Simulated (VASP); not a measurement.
Cs3Pt, 4 atoms in the cell. It takes space group Pm-3m (No. 221, cubic). Conventional cell: a = 5.778 Å, b = 5.778 Å, c = 5.778 Å, α = 90.00°, β = 90.00°, γ = 90.00°. Within 5.4 Å of Cs (site symmetry 4/mmm) lie 8 Cs at 4.09 Å and 4 Pt at 4.09 Å. Within 5.4 Å of Pt (site symmetry m-3m) lie 12 Cs at 4.09 Å. 

| Property | Result |
| --- | --- |
| Program | VASP 6.6.1 |
| Task | single point |
| Functional | LDA |
| Potentials or basis | VASP PAW LDA potentials, release 64 (Cs_sv, Pt) |
| Cutoff | 500 eV |
| k mesh | 4 × 4 × 4 |
| Occupations | fermi-dirac, width 0.2 eV |
| Spin | no spin polarisation |
| Dipole correction | no |
| Further INCAR settings | ALGO = Normal; EDIFF = 1e-06; NBANDS = 26 |

Potentials or basis: VASP PAW LDA potentials, release 64 (Cs_sv, Pt).

Launch:

```console
$ cat potpaw_LDA.64/Cs_sv/POTCAR potpaw_LDA.64/Pt/POTCAR > POTCAR
$ mpirun -np 1 vasp_std > vasp.out
```

Hardware: 1 thread of Intel(R) Xeon(R) 6975P-C (Granite Rapids) (shared host).

Task: Estimate the wall time of this run.

Result: It took 16 s on 1 thread of Intel(R) Xeon(R) 6975P-C (Granite Rapids), with other jobs on the host, peak memory 0.22 GiB. Counts: scf iterations 14, k points 10.
